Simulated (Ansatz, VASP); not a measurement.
**BeS in VASP and in Ansatz**

```
S Be
1.0
     0.00000    2.47256    2.47256
     2.47256    0.00000    2.47256
     2.47256    2.47256    0.00000
S Be
1 1
Direct
  0.75000 0.75000 0.75000
  0.00000 0.00000 0.00000
```

Change from the starting cell: volume scaled by 1.06.

Alike in both runs: task single point; functional LDA; k mesh 9 × 9 × 9; occupations fermi-dirac, width 0.05 eV; no spin polarisation.

|  | VASP | Ansatz |
| --- | --- | --- |
| version | VASP 6.6.1 | Ansatz 0.2.0 |
| potentials or method | VASP PAW LDA potentials, release 64 (S, Be), cutoff 520 eV | all-electron LAPW, scalar-relativistic |

Ansatz gave:

```
gap on the k mesh at the Fermi level (eV) : 3.11
least direct gap on the mesh (eV)         : 5.18
pressure (GPa)                            : -7.9
```

Task: Which values does VASP return?

Result: gap on the k mesh at the Fermi level (eV): 3.11; least direct gap on the mesh (eV): 5.20; pressure (GPa): -7.8.

LDA's correlation is that of Perdew and Zunger in VASP and of Perdew and Wang (1992) in Ansatz. Ansatz ran all-electron here, and VASP with PAW potentials.
